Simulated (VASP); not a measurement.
Ba: single point with PBEsol

Crystal: Ba.

```
CELL_PARAMETERS angstrom
1.83007 4.09669 4.09669
4.09669 1.83007 4.09669
4.09669 4.09669 1.83007
ATOMIC_POSITIONS crystal
Ba 0.00000 0.00000 0.00000
```

```yaml
Program: VASP 6.6.1
Task: single point
Functional: PBEsol
Potentials_or_basis: VASP PAW PBE potentials, release 64 (Ba_sv)
Cutoff: 520 eV
k_mesh: 14 × 14 × 14
Occupations: gaussian, width 0.15 eV
Spin: no spin polarisation
```

The pressure is 6.2 GPa and the band gap on the k mesh is zero (bands 5 and 6 overlap by 1.29 eV).

Stress tensor (GPa, compression positive):
```
 6.23 -4.65 -4.65
-4.65  6.23 -4.65
-4.65 -4.65  6.23
```

Levels at points of the mesh, in eV from the Fermi level:
```csv
k point,band 1,band 2,band 3,band 4,band 5,band 6,band 7,band 8,band 9,band 10
"(0.00, 0.00, 0.00)",-29.23,-14.29,-11.74,-11.74,-1.59,-0.16,2.84,2.84,4.18,7.62
"(0.50, 0.00, 0.00)",-28.22,-16.24,-13.31,-12.84,-1.51,-0.68,2.98,4.06,5.46,7.42
"(0.50, 0.50, 0.00)",-28.22,-16.24,-13.32,-12.84,-1.51,-0.85,3.72,4.49,5.57,6.88
"(0.50, 0.50, 0.50)",-29.23,-14.32,-11.74,-11.74,-0.45,0.34,1.01,2.83,2.83,7.65
```

It took 3.6 min on 1 thread of Intel(R) Xeon(R) 6975P-C (Granite Rapids), on a shared host, peak memory 0.43 GiB.

Caveat: the cell stands under pressure; the PAW data sets were made with another functional, which shifts forces and pressure a little; spin-orbit coupling is left out, which moves the levels of the heavy elements.
